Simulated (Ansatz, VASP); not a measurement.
## Two plane-wave programs on CsSnI3

```
CELL_PARAMETERS angstrom
6.13407 0.00000 0.00000
0.00000 6.13407 0.00000
0.00000 0.00000 6.13407
ATOMIC_POSITIONS crystal
Cs 0.00000 0.00000 0.00000
Sn 0.50000 0.50000 0.50000
I 0.00000 0.50000 0.50000
I 0.50000 0.00000 0.50000
I 0.50000 0.50000 0.00000
```

Alike in both runs: task single point; functional PBEsol; k mesh 6 × 6 × 6; occupations gaussian, width 0.01 eV; no spin polarisation.

|  | VASP | Ansatz |
| --- | --- | --- |
| version | VASP 6.6.1 | Ansatz 0.2.0 |
| potentials or method | VASP PAW PBE potentials, release 64 (Cs_sv, Sn_d, I), cutoff 520 eV | scalar-relativistic, plane waves, PAW |
| valence electrons in the cell | 44 | 74 |

|  | VASP | Ansatz | Ansatz less VASP |
| --- | --- | --- | --- |
| gap on the k mesh at the Fermi level (eV) | 0.10 | 0.11 | +0.009 |
| least direct gap on the mesh (eV) | 0.10 | 0.11 | +0.009 |

VASP's potentials were made for PBE, not for PBEsol. With one functional, cell and mesh, what is left measures potentials, basis and numerics. VASP's potentials hold 44 valence electrons a cell and Ansatz's 74, so a difference there can come from the potentials and not from the codes.

Neither program's run includes spin-orbit coupling.
